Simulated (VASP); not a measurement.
# BaS (Fm-3m) in VASP: notebook

The runs below take BaS through single point, with r2SCAN.

Program: VASP 6.6.1. These are calculated values, not measurements. Logs are shortened: lines on timing, memory, paths and dates and some standing lists are left out, and cuts for length are marked.

## 1. The cell of the first run

It takes space group Fm-3m (No. 225, cubic). Conventional cell: a = 6.451 Å, b = 6.451 Å, c = 6.451 Å, α = 90.00°, β = 90.00°, γ = 90.00°. Within 4.2 Å of Ba (site symmetry m-3m) lie 6 S at 3.23 Å. S (site symmetry m-3m) has 6 Ba at 3.23 Å within 4.2 Å.

## 2. Single point, r2SCAN

Contents of POSCAR:

```
BaS
1.0
    0.0000000000      3.2256756200      3.2256756200
    3.2256756200      0.0000000000      3.2256756200
    3.2256756200      3.2256756200      0.0000000000
Ba S
1 1
Direct
    0.0000000000      0.0000000000      0.0000000000
    0.5000000000      0.5000000000      0.5000000000
```

Contents of INCAR.step1:

```
ALGO     = Normal         # electronic algorithm
EDIFF    = 1E-5           # SCF threshold, eV
ENCUT    = 550            # plane-wave cutoff, eV
GGA      = PE             # functional
GGA_COMPAT= F            
ISMEAR   = 0              # smearing method
LASPH    = T              # aspherical terms in the spheres
LCHARG   = F              # write CHGCAR
LREAL    = F              # projectors in reciprocal space
LWAVE    = T              # write WAVECAR
NBANDS   = 15             # bands
NELM     = 120            # most SCF steps
PREC     = Accurate       # precision mode
SIGMA    = 0.1            # smearing width, eV
```

Contents of INCAR.step2:

```
ALGO     = Normal         # electronic algorithm
EDIFF    = 1E-6           # SCF threshold, eV
ENCUT    = 550            # plane-wave cutoff, eV
GGA_COMPAT= F            
ISIF     = 2              # what is computed and relaxed
ISMEAR   = 0              # smearing method
ISTART   = 1            
LASPH    = T              # aspherical terms in the spheres
LCHARG   = T              # write CHGCAR
LELF     = T              # ELF
LMIXTAU  = T            
LREAL    = F              # projectors in reciprocal space
LVHAR    = T            
LWAVE    = F              # write WAVECAR
METAGGA  = R2SCAN         # meta-GGA
NBANDS   = 15             # bands
NELM     = 120            # most SCF steps
PREC     = Accurate       # precision mode
SIGMA    = 0.1            # smearing width, eV
```

Contents of KPOINTS:

```
k-points
0
Gamma
  6 6 6
```

Potentials or basis: VASP PAW PBE potentials, release 64 (Ba_sv, S).

Launch:

```sh
$ cat potpaw_PBE.64/Ba_sv/POTCAR potpaw_PBE.64/S/POTCAR > POTCAR
$ cp INCAR.step1 INCAR
$ mpirun -np 1 vasp_std > vasp.out
$ cp INCAR.step2 INCAR
$ mpirun -np 1 vasp_std > vasp.out
```

OUTCAR:

```text
EDIFF = 1E-6
   ENCUT = 550
   ISIF = 2
   ISMEAR = 0
   ISTART = 1
   LASPH = T
   LREAL = F
   METAGGA = R2SCAN
   NELM = 120
   PREC = Accurate

 ion  position               nearest neighbor table
   1  0.000  0.000  0.000-   2 3.23   2 3.23   2 3.23   2 3.23   2 3.23   2 3.23
   2  0.500  0.500  0.500-   1 3.23   1 3.23   1 3.23   1 3.23   1 3.23   1 3.23

  LATTYP: Found a face centered cubic cell.
 ALAT       =     6.4513512400

  Lattice vectors:

 A1 = (   0.0000000000,   3.2256756200,   3.2256756200)
 A2 = (   3.2256756200,   0.0000000000,   3.2256756200)
 A3 = (   3.2256756200,   3.2256756200,   0.0000000000)

Analysis of symmetry for initial positions (statically):
=====================================================================
 Subroutine PRICEL returns:
 Original cell was already a primitive cell.

 Routine SETGRP: Setting up the symmetry group for a
 face centered cubic supercell.

 Subroutine GETGRP returns: Found 48 space group operations
 (whereof 48 operations were pure point group operations)
 out of a pool of 48 trial point group operations.

The static configuration has the point symmetry O_h .

Analysis of symmetry for dynamics (positions and initial velocities):
=====================================================================
 Subroutine PRICEL returns:
 Original cell was already a primitive cell.

 Routine SETGRP: Setting up the symmetry group for a
 face centered cubic supercell.

 Subroutine GETGRP returns: Found 48 space group operations
 (whereof 48 operations were pure point group operations)
 out of a pool of 48 trial point group operations.

The dynamic configuration has the point symmetry O_h .

 Subroutine INISYM returns: Found 48 space group operations
 (whereof 48 operations are pure point group operations),
 and found     1 'primitive' translations

----------------------------------------------------------------------------------------

                                     Primitive cell

  volume of cell :      67.1262

  direct lattice vectors                    reciprocal lattice vectors
     0.000000000  3.225675620  3.225675620    -0.155006287  0.155006287  0.155006287
     3.225675620  0.000000000  3.225675620     0.155006287 -0.155006287  0.155006287
     3.225675620  3.225675620  0.000000000     0.155006287  0.155006287 -0.155006287

  length of vectors
     4.561794210  4.561794210  4.561794210     0.268478764  0.268478764  0.268478764

  position of ions in fractional coordinates (direct lattice)
     0.000000000  0.000000000  0.000000000
     0.500000000  0.500000000  0.500000000

  ion indices of the primitive-cell ions
   primitive index   ion index
                 1           1
                 2           2

----------------------------------------------------------------------------------------

 KPOINTS: k-points

Automatic generation of k-mesh.
 Grid dimensions read from file:
 generate k-points for:    6    6    6

 Generating k-lattice:

  Cartesian coordinates                     Fractional coordinates (reciprocal lattice)
    -0.025834381  0.025834381  0.025834381     0.166666667  0.000000000  0.000000000
     0.025834381 -0.025834381  0.025834381     0.000000000  0.166666667  0.000000000
     0.025834381  0.025834381 -0.025834381     0.000000000  0.000000000  0.166666667

  Length of vectors
     0.044746461  0.044746461  0.044746461

  Shift w.r.t. Gamma in fractional coordinates (k-lattice)
     0.000000000  0.000000000  0.000000000

 Subroutine IBZKPT returns following result:
 ===========================================

 Found     16 irreducible k-points:

 Following reciprocal coordinates:
            Coordinates               Weight
  0.000000  0.000000  0.000000      1.000000
  0.166667  0.000000  0.000000      8.000000
  0.333333  0.000000  0.000000      8.000000
  0.500000  0.000000  0.000000      4.000000
  0.166667  0.166667  0.000000      6.000000
  0.333333  0.166667  0.000000     24.000000
[... 8 lines left out ...]
 -0.333333  0.333333  0.166667     24.000000
 -0.333333  0.500000  0.166667     12.000000
   k-points           NKPTS =     16   k-points in BZ     NKDIM =     16   number of bands    NBANDS=     15
   number of dos      NEDOS =    301   number of ions     NIONS =      2
   total plane-waves  NPLWV =  46656
   dimension x,y,z NGX =    36 NGY =   36 NGZ =   36
   dimension x,y,z NGXF=    72 NGYF=   72 NGZF=   72
   ions per type =               1   1
   NGX,Y,Z   is equivalent  to a cutoff of  13.12, 13.12, 13.12 a.u.
   NGXF,Y,Z  is equivalent  to a cutoff of  26.24, 26.24, 26.24 a.u.
 SYSTEM =  unknown system
   PREC   = accura    normal or accurate (medium, high low for compatibility)
   ISTART =      1    job   : 0-new  1-cont  2-samecut
   ICHARG =      0    charge: 1-file 2-atom 10-const
   ISPIN  =      1    spin polarized calculation?
   LNONCOLLINEAR =      F non collinear calculations
   LSORBIT =      F    spin-orbit coupling
   LASPH  =      T    aspherical Exc in radial PAW
   ENCUT  =  550.0 eV  40.42 Ry    6.36 a.u.   8.72  8.72  8.72*2*pi/ulx,y,z
   NELM   =    120;   NELMIN=  2; NELMDL=  0     # of ELM steps
   EDIFF  = 0.1E-05   stopping-criterion for ELM
   LREAL  =      F    real-space projection
   EDIFFG = 0.1E-04   stopping-criterion for IOM
   NSW    =      0    number of steps for IOM
   IBRION =     -1    ionic relax: 0-MD 1-quasi-New 2-CG
   NFREE  =      0    steps in history (QN), initial steepest desc. (CG)
   ISIF   =      2    stress and relaxation
   ISYM   =      2    0-nonsym 1-usesym 2-fastsym
   POTIM  = 0.5000    time-step for ionic-motion
   TEBEG  =    0.0;   TEEND  =   0.0 temperature during run
   PSTRESS=    0.0 pullay stress
   NELECT =      16.0000    total number of electrons
   NUPDOWN=      -1.0000    fix difference up-down
   EMIN   =  10.00;   EMAX   =-10.00  energy-range for DOS
   EFERMI =   0.00;   METHOD = LEGACY
   ISMEAR =     0;   SIGMA  =   0.10  broadening in eV -4-tet -1-fermi 0-gaus
   EFERMI_NEDOS =   21; number of points for ismear=-14 and -15
   IALGO  =     38    algorithm
   IMIX   =      4    mixing-type and parameters
     AMIX     =   0.40;   BMIX     =  1.00
     AMIX_MAG =   1.60;   BMIX_MAG =  1.00
  volume/ion in A,a.u.               =      33.56       226.49
  Fermi-wavevector in a.u.,A,eV,Ry     =   1.015042  1.918152 14.018230  1.030311
  Thomas-Fermi vector in A             =   2.148305
   LORBIT       =      0    0 simple, 1 ext, 2 COOP (PROOUT), +10 PAW based schemes
   METAGGA = R2SCAN    functional components
   LHFCALC =     F    Hartree Fock is set to
   AEXX    =    0.0000 exact exchange contribution
   IVDW    =     0    specifies the selected vdW correction
   LEPSILON=     F    determine dielectric tensor
   LRPA    =     F    only Hartree local field effects (RPA)
 non-spin polarized calculation
 Gauss-broadening in eV      SIGMA  =   0.10
  energy-cutoff  :      550.00
  volume of cell :       67.13
 maximum number of plane-waves:      1989
   NGX = 17   NGY = 17   NGZ = 17

 number of electron      16.0000001 magnetization

 Free energy of the ion-electron system (eV)
  ---------------------------------------------------
  ext. energy  EPLUGINS =         0.00000000
  ---------------------------------------------------
  free energy    TOTEN  =       -39.20700890 eV

  energy without entropy =      -39.20700890  energy(sigma->0) =      -39.20700890

 E-fermi :   1.5554     XC(G=0):  -8.9482

 val. band max:        1.0672617908   @ k =   0.0000   0.0000   0.0000
 cond. band min:       3.5782440003   @ k =   0.5000   0.5000   0.0000
 fundamental gap:      2.5109822095
 Fermi energy:         1.5554252139

 k-point     1 :       0.0000    0.0000    0.0000
  band No.  band energies     occupation
      1     -25.8427      2.00000
      2     -10.4791      2.00000
      3     -10.4791      2.00000
      4     -10.4791      2.00000
      5      -9.6845      2.00000
      6       1.0673      2.00000
      7       1.0673      2.00000
      8       1.0673      2.00000
      9       5.1343      0.00000
     10       5.3683      0.00000
     11       5.3683      0.00000
     12       5.3683      0.00000
     13       6.3761      0.00000
     14       6.3761      0.00000
     15      10.2033      0.00000

 k-point     2 :       0.1667    0.0000    0.0000
  band No.  band energies     occupation
      1     -25.8327      2.00000
      2     -10.9085      2.00000
      3     -10.4873      2.00000
      4     -10.4873      2.00000
      5      -9.2296      2.00000
      6       0.4600      2.00000
      7       0.7508      2.00000
      8       0.7508      2.00000
      9       5.3989      0.00000
     10       5.7771      0.00000
     11       5.7771      0.00000
     12       6.0678      0.00000
     13       7.1324      0.00000
     14       7.1324      0.00000
     15      11.2627      0.00000

 k-point     3 :       0.3333    0.0000    0.0000
  band No.  band energies     occupation
      1     -25.8124      2.00000
      2     -11.3898      2.00000
      3     -10.5037      2.00000
      4     -10.5037      2.00000
      5      -8.6932      2.00000
      6      -0.4235      2.00000
      7       0.2501      2.00000
      8       0.2501      2.00000
      9       5.9259      0.00000
     10       6.8649      0.00000
     11       6.8649      0.00000
     12       7.4849      0.00000
     13       8.8670      0.00000
     14       8.8670      0.00000
     15      11.9196      0.00000

 k-point     4 :       0.5000    0.0000    0.0000
  band No.  band energies     occupation
      1     -25.8023      2.00000
      2     -11.5712      2.00000
      3     -10.5117      2.00000
      4     -10.5117      2.00000
      5      -8.4819      2.00000
      6      -0.7854      2.00000
      7       0.0413      2.00000
      8       0.0413      2.00000
      9       6.9968      0.00000
     10       7.1091      0.00000
     11       7.8047      0.00000
     12       7.8047      0.00000
     13      10.4572      0.00000
     14      10.4572      0.00000
     15      10.5243      0.00000
[... 163 lines left out ...]
 k-point    14 :       0.5000    0.3333    0.1667
  band No.  band energies     occupation
      1     -25.7997      2.00000
      2     -11.2308      2.00000
      3     -10.6706      2.00000
      4     -10.5786      2.00000
      5      -8.9316      2.00000
      6      -0.1880      2.00000
      7       0.2807      2.00000
      8       0.6799      2.00000
      9       4.9339      0.00000
     10       7.0350      0.00000
     11       7.7131      0.00000
     12       7.9319      0.00000
     13       8.8624      0.00000
     14      10.3501      0.00000
     15      10.7699      0.00000

 k-point    15 :      -0.3333    0.3333    0.1667
  band No.  band energies     occupation
      1     -25.7931      2.00000
      2     -11.2244      2.00000
      3     -10.7197      2.00000
      4     -10.6330      2.00000
      5      -8.9226      2.00000
      6      -0.1616      2.00000
      7       0.3829      2.00000
      8       0.4379      2.00000
      9       5.9215      0.00000
     10       6.0244      0.00000
     11       8.1688      0.00000
     12       8.4790      0.00000
     13       8.9654      0.00000
     14      10.8418      0.00000
     15      11.1053      0.00000

 k-point    16 :      -0.3333    0.5000    0.1667
  band No.  band energies     occupation
      1     -25.7902      2.00000
      2     -10.9215      2.00000
      3     -10.8508      2.00000
      4     -10.7192      2.00000
      5      -9.1878      2.00000
      6       0.2098      2.00000
      7       0.5167      2.00000
      8       0.6809      2.00000
      9       4.6583      0.00000
     10       7.0021      0.00000
     11       7.7532      0.00000
     12       8.5579      0.00000
     13       8.9689      0.00000
     14       9.9547      0.00000
     15      11.3110      0.00000

------------------------ aborting loop because EDIFF is reached ----------------------------------------

  FORCE on cell =-STRESS in cart. coord.  units (eV):
  Direction    XX          YY          ZZ          XY          YZ          ZX
  --------------------------------------------------------------------------------------
  -------------------------------------------------------------------------------------
  Total        0.0013942      0.0013942      0.0013942      0.0000000      0.0000000      0.0000000
  in kB        0.0332764      0.0332764      0.0332764      0.0000000      0.0000000      0.0000000
  external PRESSURE =       0.0332764 kB  Pullay stress =       0.0000000 kB

 VOLUME and BASIS-vectors are now :
 -----------------------------------------------------------------------------
  energy-cutoff  :      550.00
  volume of cell :       67.13
      direct lattice vectors                 reciprocal lattice vectors
     0.000000000  3.225675620  3.225675620    -0.155006287  0.155006287  0.155006287
     3.225675620  0.000000000  3.225675620     0.155006287 -0.155006287  0.155006287
     3.225675620  3.225675620  0.000000000     0.155006287  0.155006287 -0.155006287

 POSITION                                       TOTAL-FORCE (eV/Angst)
 -----------------------------------------------------------------------------------
      0.00000      0.00000      0.00000        -0.000000      0.000000     -0.000000
      3.22568      3.22568      3.22568         0.000000     -0.000000      0.000000
 -----------------------------------------------------------------------------------
    total drift:                                0.000000      0.000000      0.000000

  FREE ENERGIE OF THE ION-ELECTRON SYSTEM (eV)
  ---------------------------------------------------
  free  energy   TOTEN  =       -39.2070089002 eV

  energy  without entropy=      -39.2070089002  energy(sigma->0) =      -39.20700890
```

It took 51 s on 1 thread of AMD EPYC 9R45 (Zen 5), shared host; peak memory 0.19 GiB.

What came out:

```yaml
Free_energy: -39.2070 eV
Pressure: 0.0 GPa
Band_gap_on_the_k_mesh: 2.51 eV (least direct gap 2.66 eV)
```

Caveat: the PAW data sets were made with another functional, which shifts forces and pressure a little; spin-orbit coupling is left out, which moves the levels of the heavy elements. A k mesh can miss the band edges.

(Part 1 of 2 ends here.)
